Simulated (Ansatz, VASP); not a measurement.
TiO2: VASP beside Ansatz

```
Ti O
1.0
     4.64353    0.00000    0.00000
     0.00000    4.64353    0.00000
     0.00000    0.00000    2.96369
Ti O
2 4
Direct
  0.00000 0.00000 0.00000
  0.50000 0.50000 0.50000
  0.30512 0.30512 0.00000
  0.19488 0.80512 0.50000
  0.69488 0.69488 0.00000
  0.80512 0.19488 0.50000
```

Alike in both runs: functional PBE; k mesh 6 × 6 × 10; occupations gaussian, width 0.02 eV; no spin polarisation.

Ansatz relaxed the structure, and its values are those at the end. VASP's run is a single point on that final structure, the one shown.

```csv
,VASP,Ansatz
version,VASP 6.6.1,Ansatz 0.2.0
potentials or method,"VASP PAW PBE potentials, release 64 (Ti_sv, O), cutoff 520 eV","scalar-relativistic, plane waves, PAW"
valence electrons in the cell,48,48
```

Ansatz gave:

* gap on the k mesh at the Fermi level (eV): 1.86
* least direct gap on the mesh (eV): 1.86
* pressure (GPa): 0.0
* rms of the force components (eV/Å): 0.000

**Question.** Estimate VASP's values.

**Answer.** gap on the k mesh at the Fermi level (eV): 1.83; least direct gap on the mesh (eV): 1.83; pressure (GPa): 0.7; rms of the force components (eV/Å): 0.013.

With one functional, cell and mesh, what is left measures potentials, basis and numerics.
